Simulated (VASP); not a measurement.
A run of VASP 6.6.1 is set up as follows.

Contents of INCAR:

```
SYSTEM = PbS
PREC = Accurate ; ENCUT = 520
EDIFF = 1E-6 ; ISMEAR = 0
SIGMA = 0.05 ; LREAL = .FALSE.
LASPH = .TRUE. ; NELM = 60
ALGO = Normal ; ISIF = 2
LWAVE = .FALSE. ; LCHARG = .FALSE.
GGA = PE ; NBANDS = 17
```

File KPOINTS:

```
Automatic mesh
0
G
  6 6 6
  0 0 0
```

File POSCAR:

```
PbS
1.0
    4.0779879504      0.0000000000      0.0000000000
   -2.0389939752      3.5316411614      0.0000000000
    0.0000000000      0.0000000000      3.7958616652
Pb S
1 1
Direct
    0.0000000000      0.0000000000      0.0000000000
    0.6666666667      0.3333333333      0.5000000000
```

Potentials or basis: VASP PAW PBE potentials, release 64 (Pb_d, S).

The run is started by

```bash
$ cat potpaw_PBE.64/Pb_d/POTCAR potpaw_PBE.64/S/POTCAR > POTCAR
$ mpirun -np 1 vasp_std > vasp.out
```

(1) What does it give for the pressure?

(2) What does it give for the band gap on the k mesh?

Answers

(1) -0.1 GPa.

(2) zero (band 10 reaches 5.34 eV, above the bottom of band 11 at 4.88 eV).

Caveat: spin-orbit coupling is left out, which moves the levels of the heavy elements.
